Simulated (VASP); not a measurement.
LiBe: single point with PBEsol

The system is LiBe.

```
Li Be
1.0
     2.81115    0.00000    0.00000
     0.00000    2.81115    0.00000
     0.00000    0.00000    2.81115
Li Be
1 1
Direct
  0.03557 0.00000 0.00000
  0.50000 0.50000 0.50000
```

* Program: VASP 6.6.1
* Task: single point
* Functional: PBEsol
* Potentials or basis: VASP PAW PBE potentials, release 64 (Li_sv, Be)
* Cutoff: 520 eV
* k mesh: 9 × 9 × 9
* Occupations: methfessel-paxton, width 0.1 eV
* Spin: no spin polarisation
* Dipole correction: no
* Further INCAR settings: ALGO = Normal; EDIFF = 1e-06; NBANDS = 10

```yaml
Largest_force: 0.442 eV/Å
```

Forces in eV/Å, atoms in the order of the input:
```
Li  -0.442  0.000  0.000
Be   0.442  0.000  0.000
```

Levels at points of the mesh, in eV from the Fermi level:
```csv
k point,band 1,band 2,band 3,band 4,band 5,band 6
"(0.00, 0.00, 0.00)",-44.09,-6.54,6.11,6.11,6.15,10.60
```

Run time: 7.5 s on 1 thread of AMD EPYC 9R14 (Zen 4), on a shared host, peak memory 0.11 GiB.

Caveat: the PAW data sets were made with another functional, which shifts forces and pressure a little.
